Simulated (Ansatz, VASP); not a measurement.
**Hf2SeS3: VASP beside Ansatz**

```
Hf Se S
1.0
     6.59693    0.00000    0.00000
    -3.29847    5.71311    0.00000
     0.00000    0.00000    3.36354
Hf Se S
2 1 3
Direct
  0.33333 0.66667 0.00000
  0.66667 0.33333 0.00000
  0.00000 0.00000 0.00000
  0.50000 0.00000 0.50000
  0.50000 0.50000 0.50000
  0.00000 0.50000 0.50000
```

Change from the starting cell: species swapped into the ZrCo3B2 type (P6/mmm, No. 191).

Alike in both runs: functional PBE; k mesh 6 × 6 × 12; occupations gaussian, width 0.1 eV; no spin polarisation.

Ansatz relaxed the structure, and its values are those at the end. VASP's run is a single point on that final structure, the one shown.

```csv
,VASP,Ansatz
version,VASP 6.6.1,Ansatz 0.2.0
potentials or method,"VASP PAW PBE potentials, release 64 (Hf_pv, Se, S), cutoff 520 eV","scalar-relativistic, plane waves, PAW"
valence electrons in the cell,44,86
```

```tsv
	VASP	Ansatz	Ansatz less VASP
gap on the k mesh at the Fermi level (eV)	none	none	-
pressure (GPa)	-0.6	0.0	+0.65
```

A gap of «none» marks a metal or a gap that the smearing closes. With one functional, cell and mesh, what is left measures potentials, basis and numerics. VASP's potentials hold 44 valence electrons a cell and Ansatz's 86, so a difference there can come from the potentials and not from the codes.

Spin-orbit coupling is off throughout.
